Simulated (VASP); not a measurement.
# InAs (I-4m2) in VASP: notebook

Runs on InAs. Level: PBEsol. Tasks: single point.

All numbers are computed with VASP 6.6.1; they aren't measurements. Logs are shortened: lines on timing, memory, paths and dates and some standing lists are left out, and cuts for length are marked.

### 1 The cell of the first run

It takes space group I-4m2 (No. 119, tetragonal). Conventional cell: a = 4.240 Å, b = 4.240 Å, c = 5.905 Å, α = 90.00°, β = 90.00°, γ = 90.00°. Within 3.4 Å of In (site symmetry -4m2) lie 4 As at 2.58 Å. Within 3.4 Å of As (site symmetry -4m2) lie 4 In at 2.58 Å.

### 2 Single point, PBEsol (strain -0.015 along x and y, -0.030 along z)

The input, INCAR:

```
ALGO = Normal
EDIFF = 1E-6
ENCUT = 520
GGA = PS
ISIF = 2
ISMEAR = 0
LASPH = T
LCHARG = T
LELF = T
LREAL = F
LVHAR = T
LWAVE = F
NBANDS = 16
NELM = 60
PREC = Accurate
SIGMA = 0.15
```

The input, KPOINTS:

```
k-points
0
Gamma
  18 18 18
```

The input, POSCAR:

```
InAs
1.0
    0.0000000000      2.9980769672      2.9524209728
    2.9980769672      0.0000000000      2.9524209728
    2.9980769672      2.9980769672      0.0000000000
In As
1 1
Direct
    0.0000000000      0.0000000000      0.0000000000
    0.7500000000      0.7500000000      0.7500000000
```

Potentials or basis: VASP PAW PBE potentials, release 64 (In_d, As).

On the command line:

```sh
> cat potpaw_PBE.64/In_d/POTCAR potpaw_PBE.64/As/POTCAR > POTCAR
> mpirun -np 1 vasp_std > vasp.out
```

OUTCAR:

```text
EDIFF = 1E-6
   ENCUT = 520
   GGA = PS
   ISIF = 2
   ISMEAR = 0
   LASPH = T
   LREAL = F
   NELM = 60
   PREC = Accurate

 ion  position               nearest neighbor table
   1  0.000  0.000  0.000-   2 2.58   2 2.58   2 2.58   2 2.58
   2  0.750  0.750  0.750-   1 2.58   1 2.58   1 2.58   1 2.58

  LATTYP: Found a body centered tetragonal cell.
 ALAT       =     4.2399211081
 C/A-ratio  =     1.3926773152

  Lattice vectors:

 A1 = (   0.0000000000,  -2.9980769672,  -2.9524209728)
 A2 = (   0.0000000000,   2.9980769672,  -2.9524209728)
 A3 = (   2.9980769672,   0.0000000000,   2.9524209728)

Analysis of symmetry for initial positions (statically):
=====================================================================
 Subroutine PRICEL returns:
 Original cell was already a primitive cell.

 Routine SETGRP: Setting up the symmetry group for a
 body centered tetragonal supercell.

 Subroutine GETGRP returns: Found  8 space group operations
 (whereof  8 operations were pure point group operations)
 out of a pool of 16 trial point group operations.

The static configuration has the point symmetry D_2d.

Analysis of symmetry for dynamics (positions and initial velocities):
=====================================================================
 Subroutine PRICEL returns:
 Original cell was already a primitive cell.

 Routine SETGRP: Setting up the symmetry group for a
 body centered tetragonal supercell.

 Subroutine GETGRP returns: Found  8 space group operations
 (whereof  8 operations were pure point group operations)
 out of a pool of 16 trial point group operations.

The dynamic configuration has the point symmetry D_2d.

 Subroutine INISYM returns: Found  8 space group operations
 (whereof  8 operations are pure point group operations),
 and found     1 'primitive' translations

----------------------------------------------------------------------------------------

                                     Primitive cell

  volume of cell :      53.0755

  direct lattice vectors                    reciprocal lattice vectors
     0.000000000  2.998076967  2.952420973    -0.166773570  0.166773570  0.169352543
     2.998076967  0.000000000  2.952420973     0.166773570 -0.166773570  0.169352543
[... 75 lines left out ...]
 SYSTEM =  unknown system
   PREC   = accura    normal or accurate (medium, high low for compatibility)
   ISTART =      0    job   : 0-new  1-cont  2-samecut
   ICHARG =      2    charge: 1-file 2-atom 10-const
   ISPIN  =      1    spin polarized calculation?
   LNONCOLLINEAR =      F non collinear calculations
   LSORBIT =      F    spin-orbit coupling
   LASPH  =      T    aspherical Exc in radial PAW
   ENCUT  =  520.0 eV  38.22 Ry    6.18 a.u.   7.82  7.82  7.88*2*pi/ulx,y,z
   NELM   =     60;   NELMIN=  2; NELMDL= -5     # of ELM steps
   EDIFF  = 0.1E-05   stopping-criterion for ELM
   LREAL  =      F    real-space projection
   EDIFFG = 0.1E-04   stopping-criterion for IOM
   NSW    =      0    number of steps for IOM
   IBRION =     -1    ionic relax: 0-MD 1-quasi-New 2-CG
   NFREE  =      0    steps in history (QN), initial steepest desc. (CG)
   ISIF   =      2    stress and relaxation
   ISYM   =      2    0-nonsym 1-usesym 2-fastsym
   POTIM  = 0.5000    time-step for ionic-motion
   TEBEG  =    0.0;   TEEND  =   0.0 temperature during run
   PSTRESS=    0.0 pullay stress
   NELECT =      18.0000    total number of electrons
   NUPDOWN=      -1.0000    fix difference up-down
   EMIN   =  10.00;   EMAX   =-10.00  energy-range for DOS
   EFERMI =   0.00;   METHOD = LEGACY
   ISMEAR =     0;   SIGMA  =   0.15  broadening in eV -4-tet -1-fermi 0-gaus
   EFERMI_NEDOS =   21; number of points for ismear=-14 and -15
   IALGO  =     38    algorithm
   IMIX   =      4    mixing-type and parameters
     AMIX     =   0.40;   BMIX     =  1.00
     AMIX_MAG =   1.60;   BMIX_MAG =  1.00
  volume/ion in A,a.u.               =      26.54       179.09
  Fermi-wavevector in a.u.,A,eV,Ry     =   1.141654  2.157413 17.733469  1.303373
  Thomas-Fermi vector in A             =   2.278353
   LORBIT       =      0    0 simple, 1 ext, 2 COOP (PROOUT), +10 PAW based schemes
   GGA     = PS    functional components
   LHFCALC =     F    Hartree Fock is set to
   AEXX    =    0.0000 exact exchange contribution
   IVDW    =     0    specifies the selected vdW correction
   LEPSILON=     F    determine dielectric tensor
   LRPA    =     F    only Hartree local field effects (RPA)
 non-spin polarized calculation
 Gauss-broadening in eV      SIGMA  =   0.15
  energy-cutoff  :      520.00
  volume of cell :       53.08
 maximum number of plane-waves:      1443
   NGX = 15   NGY = 15   NGZ = 15

 number of electron      18.0000003 magnetization

 Free energy of the ion-electron system (eV)
  ---------------------------------------------------
  ext. energy  EPLUGINS =         0.00000000
  ---------------------------------------------------
  free energy    TOTEN  =        -8.44953862 eV

  energy without entropy =       -8.44945474  energy(sigma->0) =       -8.44949668

 E-fermi :   4.9632     XC(G=0):  -9.4635

 val. band max:        4.8446914768   @ k =   0.0000   0.0000   0.0000
 cond. band min:       5.4285955645   @ k =   0.0556   0.0000   0.0000
 fundamental gap:      0.5839040877
 Fermi energy:         4.9631539095

 k-point     1 :       0.0000    0.0000    0.0000
  band No.  band energies     occupation
      1      -9.6319      2.00000
      2      -9.6319      2.00000
      3      -9.6265      2.00000
      4      -9.4848      2.00000
      5      -9.4835      2.00000
      6      -7.3689      2.00000
[... 433 lines left out ...]
      3      -9.6040      2.00000
      4      -9.4846      2.00000
      5      -9.4819      2.00000
      6      -6.7298      2.00000
[... 8 lines left out ...]
     15      13.1323      0.00000
     16      14.0405      0.00000

 [... further k-points ...]
[... 5 lines left out ...]
  --------------------------------------------------------------------------------------
  -------------------------------------------------------------------------------------
  Total        1.2669905      1.2669905      1.4267047      0.0000000      0.0000000      0.0000000
  in kB       38.2463613     38.2463613     43.0676163      0.0000000      0.0000000      0.0000000
  external PRESSURE =      39.8534463 kB  Pullay stress =       0.0000000 kB

 VOLUME and BASIS-vectors are now :
 -----------------------------------------------------------------------------
  energy-cutoff  :      520.00
  volume of cell :       53.08
      direct lattice vectors                 reciprocal lattice vectors
     0.000000000  2.998076967  2.952420973    -0.166773570  0.166773570  0.169352543
     2.998076967  0.000000000  2.952420973     0.166773570 -0.166773570  0.169352543
     2.998076967  2.998076967  0.000000000     0.166773570  0.166773570 -0.169352543

 POSITION                                       TOTAL-FORCE (eV/Angst)
 -----------------------------------------------------------------------------------
      0.00000      0.00000      0.00000        -0.000000     -0.000000      0.000000
      4.49712      4.49712      4.42863         0.000000      0.000000     -0.000000
 -----------------------------------------------------------------------------------
    total drift:                                0.000000      0.000000     -0.000000

  FREE ENERGIE OF THE ION-ELECTRON SYSTEM (eV)
  ---------------------------------------------------
  free  energy   TOTEN  =        -8.4495386192 eV

  energy  without entropy=       -8.4494547424  energy(sigma->0) =       -8.44949668
```

Run time: 7.1 min. Hardware: 1 thread of Intel Xeon 8259CL, shared host; peak memory 0.52 GiB.

What came out:

```
Free energy            : -8.4495 eV
Pressure               : 4.0 GPa
Band gap on the k mesh : 0.07 eV (least direct gap 0.08 eV)
```

Levels at points of the mesh, in eV from the valence-band top:
```csv
k point,band 5,band 6,band 7,band 8,band 9,band 10,band 11,band 12,band 13,band 14
"(0.00, 0.00, 0.00)",-14.26,-12.14,-0.06,-0.01,-0.01,0.07,3.87,3.90,3.90,7.49
"(0.50, 0.00, 0.00)",-14.25,-10.52,-6.01,-1.09,-0.99,0.98,4.61,4.72,6.77,9.14
"(0.50, 0.50, 0.00)",-14.23,-9.90,-5.98,-2.53,-2.53,1.34,1.91,9.46,9.52,9.52
"(0.50, 0.00, 0.50)",-14.23,-9.95,-6.08,-2.44,-2.43,1.42,2.05,9.32,9.44,9.59
```

Caveat: the cell differs from its parent crystal (strain -0.015 along x and y, -0.030 along z); the cell stands under pressure; the smearing spreads over this small gap; semilocal functionals underestimate gaps, and a narrow one can read as zero; the PAW data sets were made with another functional, which shifts forces and pressure a little; spin-orbit coupling is left out, which moves the levels of the heavy elements.

### 3 Single point, PBEsol (strain -0.030 along x and y, +0.015 along z)

The input, INCAR:

```
SYSTEM = InAs
PREC     = Accurate       ! precision mode
ENCUT    = 520            ! plane-wave cutoff, eV
EDIFF    = 1E-7           ! SCF threshold, eV
ISMEAR   = 0              ! smearing method
SIGMA    = 0.15           ! smearing width, eV
LREAL    = .FALSE.        ! projectors in reciprocal space
LASPH    = .TRUE.         ! aspherical terms in the spheres
NELM     = 60             ! most SCF steps
ALGO     = Normal         ! electronic algorithm
ISIF     = 2              ! what is computed and relaxed
LWAVE    = .FALSE.        ! write WAVECAR
LCHARG   = .FALSE.        ! write CHGCAR
GGA      = PS             ! functional
NBANDS   = 16             ! bands
```

The input, KPOINTS:

```
regular mesh
0
G
  18 18 18
  0 0 0
```

The input, POSCAR:

```
InAs
1.0
    0.0000000000      2.9524209728      3.0893889560
    2.9524209728      0.0000000000      3.0893889560
    2.9524209728      2.9524209728      0.0000000000
In As
1 1
Direct
    0.0000000000      0.0000000000      0.0000000000
    0.7500000000      0.7500000000      0.7500000000
```

Potentials or basis: VASP PAW PBE potentials, release 64 (In_d, As).

On the command line:

```sh
> cat potpaw_PBE.64/In_d/POTCAR potpaw_PBE.64/As/POTCAR > POTCAR
> mpirun -np 1 vasp_std > vasp.out
```

Wall time 8.3 min (1 thread of Intel Xeon 8259CL, shared host); peak memory 0.53 GiB.

Results (log left out):

| Property | Result |
| --- | --- |
| Free energy | -8.4593 eV |
| Pressure | 2.9 GPa |
| Band gap on the k mesh | zero (filled and empty bands touch) |

Stress tensor (GPa, compression positive):
```
3.46 0.00 0.00
0.00 3.46 0.00
0.00 0.00 1.79
```

Levels at points of the mesh, in eV from the Fermi level:
```tsv
k point	band 7	band 8	band 9	band 10	band 11	band 12
(0.00, 0.00, 0.00)	-0.38	-0.38	-0.13	-0.13	3.63	3.63
(0.50, 0.00, 0.00)	-6.16	-1.41	-1.09	0.69	4.31	4.58
(0.50, 0.50, 0.00)	-6.39	-2.47	-2.47	1.34	2.04	8.75
(0.50, 0.00, 0.50)	-6.12	-2.74	-2.72	1.11	1.63	8.90
```

Caveat: the cell differs from its parent crystal (strain -0.030 along x and y, +0.015 along z); semilocal functionals underestimate gaps, and a narrow one can read as zero; the PAW data sets were made with another functional, which shifts forces and pressure a little; spin-orbit coupling is left out, which moves the levels of the heavy elements.

### 4 Single point, PBEsol (strain -0.015 along x and y, +0.015 along z)

The input, INCAR:

```
  PREC = Accurate
  ENCUT = 520
  EDIFF = 1E-7
  ISMEAR = 0
  SIGMA = 0.15
  LREAL = False
  LASPH = True
  NELM = 100
  ALGO = Normal
  ISIF = 2
  LWAVE = False
  LCHARG = True
  GGA = PS
  LELF = True
  LVHAR = True
  NBANDS = 16
```

The input, KPOINTS:

```
regular mesh
0
Gamma
  18 18 18
```

The input, POSCAR:

```
InAs
1.0
    0.0000000000      2.9980769672      3.0893889560
    2.9980769672      0.0000000000      3.0893889560
    2.9980769672      2.9980769672      0.0000000000
In As
1 1
Direct
    0.0000000000      0.0000000000      0.0000000000
    0.7500000000      0.7500000000      0.7500000000
```

On the command line:

```sh
> cat potpaw_PBE.64/In_d/POTCAR potpaw_PBE.64/As/POTCAR > POTCAR
> mpirun -np 1 vasp_std > vasp.out
```

Run time: 5.2 min. Hardware: 1 thread of Intel Xeon 8259CL, shared host; peak memory 0.53 GiB.

The run converged. Its results:

* Free energy: -8.4844 eV
* Pressure: 0.9 GPa
* Band gap on the k mesh: zero (filled and empty bands touch)

Stress tensor (GPa, compression positive):
```
1.31 0.00 0.00
0.00 1.31 0.00
0.00 0.00 0.22
```

Levels at points of the mesh, in eV from the Fermi level:
```
           k point  band 6  band 7  band 8  band 9  band 10  band 11  band 12  band 13
(0.00, 0.00, 0.00)  -12.05   -0.50   -0.29   -0.14    -0.14     3.65     3.65     3.71
(0.50, 0.00, 0.00)  -10.58   -5.98   -1.28   -1.08     0.66     4.35     4.53     6.53
(0.50, 0.50, 0.00)  -10.09   -6.16   -2.40   -2.40     1.36     1.97     8.68     8.99
(0.50, 0.00, 0.50)  -10.01   -5.99   -2.58   -2.56     1.21     1.70     8.83     8.93
```

Caveat: the cell differs from its parent crystal (strain -0.015 along x and y, +0.015 along z); semilocal functionals underestimate gaps, and a narrow one can read as zero; the PAW data sets were made with another functional, which shifts forces and pressure a little; spin-orbit coupling is left out, which moves the levels of the heavy elements.

### 5 Single point, PBEsol (strain -0.015 along x and y, +0.030 along z)

The input, INCAR:

```
SYSTEM = InAs
PREC = Accurate
ENCUT = 520
EDIFF = 1E-7
ISMEAR = 0
SIGMA = 0.15
LREAL = .False.
LASPH = .True.
NELM = 80
ALGO = Normal
ISIF = 2
LWAVE = .False.
LCHARG = .False.
GGA = PS
NBANDS = 16
```

The input, KPOINTS:

```
Automatic mesh
0
Gamma
  18 18 18
  0 0 0
```

The input, POSCAR:

```
InAs
1.0
    0.0000000000      2.9980769672      3.1350449504
    2.9980769672      0.0000000000      3.1350449504
    2.9980769672      2.9980769672      0.0000000000
In As
1 1
Direct
    0.0000000000      0.0000000000      0.0000000000
    0.7500000000      0.7500000000      0.7500000000
```

On the command line:

```sh
> cat potpaw_PBE.64/In_d/POTCAR potpaw_PBE.64/As/POTCAR > POTCAR
> mpirun -np 1 vasp_std > vasp.out
```

It took 4.4 min on 1 thread of Intel Xeon 8259CL, shared host; peak memory 0.54 GiB.

The run converged. Its results:

```
Free energy            : -8.4824 eV
Pressure               : 0.1 GPa
Band gap on the k mesh : zero (filled and empty bands touch)
```

Stress tensor (GPa, compression positive):
```
 0.63  0.00  0.00
 0.00  0.63  0.00
 0.00  0.00 -1.05
```

Levels at points of the mesh, in eV from the Fermi level:
```csv
k point,band 7,band 8,band 9,band 10,band 11,band 12
"(0.00, 0.00, 0.00)",-0.60,-0.37,-0.14,-0.14,3.62,3.62
"(0.50, 0.00, 0.00)",-5.92,-1.33,-1.03,0.60,4.29,4.54
"(0.50, 0.50, 0.00)",-6.17,-2.32,-2.32,1.41,2.03,8.48
"(0.50, 0.00, 0.50)",-5.92,-2.57,-2.56,1.19,1.64,8.61
```

Caveat: the cell differs from its parent crystal (strain -0.015 along x and y, +0.030 along z); semilocal functionals underestimate gaps, and a narrow one can read as zero; the PAW data sets were made with another functional, which shifts forces and pressure a little; spin-orbit coupling is left out, which moves the levels of the heavy elements.

### 6 Single point, PBEsol (strain +0.000 along x and y, +0.015 along z)

The input, INCAR:

```
SYSTEM = InAs
PREC     = Accurate       ! precision mode
ENCUT    = 520            ! plane-wave cutoff, eV
EDIFF    = 1E-7           ! SCF threshold, eV
ISMEAR   = 0              ! smearing method
SIGMA    = 0.15           ! smearing width, eV
LREAL    = .False.        ! projectors in reciprocal space
LASPH    = .True.         ! aspherical terms in the spheres
NELM     = 100            ! most SCF steps
ALGO     = Normal         ! electronic algorithm
ISIF     = 2              ! what is computed and relaxed
LWAVE    = .False.        ! write WAVECAR
LCHARG   = .True.         ! write CHGCAR
GGA      = PS             ! functional
LELF     = .True.         ! ELF
LVHAR    = .True.       
NBANDS   = 16             ! bands
```

KPOINTS is that of step 5.

The input, POSCAR:

```
InAs
1.0
    0.0000000000      3.0437329616      3.0893889560
    3.0437329616      0.0000000000      3.0893889560
    3.0437329616      3.0437329616      0.0000000000
In As
1 1
Direct
    0.0000000000      0.0000000000      0.0000000000
    0.7500000000      0.7500000000      0.7500000000
```

Potentials or basis: VASP PAW PBE potentials, release 64 (In_d, As).

On the command line:

```sh
> cat potpaw_PBE.64/In_d/POTCAR potpaw_PBE.64/As/POTCAR > POTCAR
> mpirun -np 1 vasp_std > vasp.out
```

Run time: 4.3 min. Hardware: 1 thread of Intel Xeon 8259CL, shared host; peak memory 0.55 GiB.

The run converged. Its results:

- Free energy: -8.4885 eV
- Pressure: -0.7 GPa
- Band gap on the k mesh: zero (filled and empty bands touch)

Stress tensor (GPa, compression positive):
```
-0.56  0.00  0.00
 0.00 -0.56  0.00
 0.00  0.00 -1.09
```

Levels at points of the mesh, in eV from the Fermi level:
```tsv
k point	band 7	band 8	band 9	band 10	band 11	band 12
(0.00, 0.00, 0.00)	-0.63	-0.22	-0.15	-0.15	3.66	3.66
(0.50, 0.00, 0.00)	-5.81	-1.17	-1.07	0.63	4.39	4.48
(0.50, 0.50, 0.00)	-5.96	-2.35	-2.35	1.37	1.89	8.60
(0.50, 0.00, 0.50)	-5.88	-2.43	-2.42	1.30	1.76	8.72
```

Caveat: the cell differs from its parent crystal (strain +0.000 along x and y, +0.015 along z); semilocal functionals underestimate gaps, and a narrow one can read as zero; the PAW data sets were made with another functional, which shifts forces and pressure a little; spin-orbit coupling is left out, which moves the levels of the heavy elements.

### 7 Overview

| cell | gap on the mesh (eV) | pressure (GPa) |
| --- | --- | --- |
| a = 4.208, b = 4.208, c = 4.240 Å, angles 59.7, 59.7, 60.5°, 2 atoms | 0.07 | 4.0 |
| a = 4.273, b = 4.273, c = 4.175 Å, angles 60.8, 60.8, 58.5°, 2 atoms | none | 2.9 |
| a = 4.305, b = 4.305, c = 4.240 Å, angles 60.5, 60.5, 59.0°, 2 atoms | none | 0.9 |
| a = 4.338, b = 4.338, c = 4.240 Å, angles 60.7, 60.7, 58.5°, 2 atoms | none | 0.1 |
| a = 4.337, b = 4.337, c = 4.304 Å, angles 60.2, 60.2, 59.5°, 2 atoms | none | -0.7 |

Alike in all rows: task single point; level PBEsol; potentials or basis VASP PAW PBE potentials, release 64 (In_d, As); no spin polarisation; k mesh 18 × 18 × 18; cutoff (eV) 520; smearing gaussian 0.15 eV.

Caveats: semilocal functionals underestimate gaps, and a narrow one can read as zero; the PAW data sets were made with another functional, which shifts forces and pressure a little; spin-orbit coupling is left out, which moves the levels of the heavy elements; the cell stands under pressure (at least some runs); the smearing spreads over this small gap (at least some runs).

Total energies depend on the potentials used, so only differences within one code and one set of settings carry meaning.

The gap in the log of VASP goes by the Fermi energy; the results here count the filled bands.